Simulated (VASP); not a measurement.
Write the native input for VASP 6.6.1 that does the following.

- Task: relaxation of cell and atoms
- Functional: PBE
- Potentials or basis: VASP PAW PBE potentials, release 64 (Be, S, Cd)
- Cutoff: 600 eV
- k mesh: 8 × 8 × 8
- Occupations: fermi-dirac, width 0.02 eV
- Spin: no spin polarisation
- Dipole correction: no
- Further INCAR settings: ALGO = Normal; EDIFF = 1e-06; IBRION = 2; EDIFFG = -0.005; NSW = 80; ISIF = 3

The structure of Be3CdS4 lies in POSCAR:

```
Be3CdS4
1.0
   -2.3576675593      2.3576675593      4.7153351185
    2.3576675593     -2.3576675593      4.7153351185
    2.3576675593      2.3576675593     -4.7153351185
Be S Cd
3 4 1
Direct
    0.7500000000      0.2500000000      0.5000000000
    0.5000000000      0.5000000000      0.0000000000
    0.2500000000      0.7500000000      0.5000000000
    0.1250000000      0.6250000000      0.0000000000
    0.8750000000      0.8750000000      0.5000000000
    0.6250000000      0.1250000000      0.0000000000
    0.3750000000      0.3750000000      0.5000000000
    0.0000000000      0.0000000000      0.0000000000
```

One way to write it, as run:

INCAR

```
SYSTEM = Be3CdS4
PREC     = Accurate       ! precision mode
ENCUT    = 600            ! plane-wave cutoff, eV
EDIFF    = 1E-6           ! SCF threshold, eV
ISMEAR   = -1             ! smearing method
SIGMA    = 0.02           ! smearing width, eV
LREAL    = .FALSE.        ! projectors in reciprocal space
LASPH    = .TRUE.         ! aspherical terms in the spheres
NELM     = 60             ! most SCF steps
ALGO     = Normal         ! electronic algorithm
ISIF     = 3              ! what is computed and relaxed
LWAVE    = .FALSE.        ! write WAVECAR
LCHARG   = .FALSE.        ! write CHGCAR
GGA      = PE             ! functional
IBRION   = 2              ! ionic algorithm
NSW      = 80             ! ionic steps
EDIFFG   = -0.005         ! ionic threshold
```

KPOINTS

```
Automatic mesh
0
G
  8 8 8
  0 0 0
```

Potentials or basis: VASP PAW PBE potentials, release 64 (Be, S, Cd).

Command:

```console
$ cat potpaw_PBE.64/Be/POTCAR potpaw_PBE.64/S/POTCAR potpaw_PBE.64/Cd/POTCAR > POTCAR
$ mpirun -np 1 vasp_std > vasp.out
```

It gave:

* Relaxed volume: 16.92 Å³/atom
* Relaxed cell: a = 6.247 Å, b = 6.247 Å, c = 6.247 Å, α = 131.12°, β = 131.12°, γ = 71.62°
* Space group after relaxing (to 0.1 Å): I-42m (No. 121)
* Energy gained by relaxing: 873.9 meV/atom
* Ionic steps: 14
* Pressure after relaxing: 0.0 GPa
* Band gap on the k mesh: 3.21 eV

Caveat: the volume moved by over 15 % at a fixed basis, so the end points are rough.

Run time: 21 min on 1 thread of AMD EPYC 9R45 96-Core Processor (Zen 5), on a shared host, peak memory 0.44 GiB.
